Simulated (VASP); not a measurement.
A run of VASP 6.6.1 is set up as follows.

File INCAR:

```
SYSTEM = NaF
PREC = Accurate
ENCUT = 600
EDIFF = 1E-6
ISMEAR = -1
SIGMA = 0.02
LREAL = .False.
LASPH = .True.
NELM = 80
ALGO = Normal
ISIF = 3
LWAVE = .False.
LCHARG = .False.
IBRION = 2
NSW = 80
EDIFFG = -0.005
```

The input KPOINTS:

```
Automatic mesh
0
Gamma
  8 8 8
  0 0 0
```

The input POSCAR:

```
NaF
1.0
    2.8648044011      0.0000000000      0.0000000000
    0.0000000000      2.8648044011      0.0000000000
    0.0000000000      0.0000000000      2.8648044011
Na F
1 1
Direct
    0.0000000000      0.0000000000      0.0000000000
    0.5000000000      0.5000000000      0.5000000000
```

Potentials or basis: VASP PAW LDA potentials, release 64 (Na_pv, F).

Run with:

```sh
$ cat potpaw_LDA.64/Na_pv/POTCAR potpaw_LDA.64/F/POTCAR > POTCAR
$ mpirun -np 1 vasp_std > vasp.out
```

Task: Estimate the space group after relaxing (to 0.05 Å).

Result: Pm-3m (No. 221).

Task: Predict the relaxed volume.

Result: 10.22 Å³/atom.

Task: Predict the band gap on the k mesh.

Result: 6.21 eV, indirect (least direct gap 6.59 eV).

Task: What does it give for the relaxed cell?

Result: a = 2.735 Å, b = 2.735 Å, c = 2.735 Å, α = 90.00°, β = 90.00°, γ = 90.00°.

Step by step:
```tsv
step	energy change (eV)	largest force (eV/Å)	pressure (GPa)	volume (Å³)
1	0.0000	0.0000	-6.94	23.51
2	-0.0585	0.0000	-3.89	21.82
3	-0.0763	0.0000	-0.51	20.59
4	-0.0765	0.0000	0.08	20.42
5	-0.0765	0.0000	-0.20	20.48
6	-0.0765	0.0000	-0.18	20.48
7	-0.0765	0.0000	-0.15	20.47
8	-0.0765	0.0000	-0.14	20.47
9	-0.0765	0.0000	-0.14	20.47
10	-0.0765	0.0000	-0.15	20.47
11	-0.0765	0.0000	-0.15	20.47
12	-0.0765	0.0000	-0.15	20.47
13	-0.0765	0.0000	-0.12	20.47
14	-0.0765	0.0000	-0.11	20.46
15	-0.0765	0.0000	-0.04	20.45
```

A k mesh can miss the band edges. Expect the measured gap to be larger: semilocal functionals such as LDA lack the derivative discontinuity.
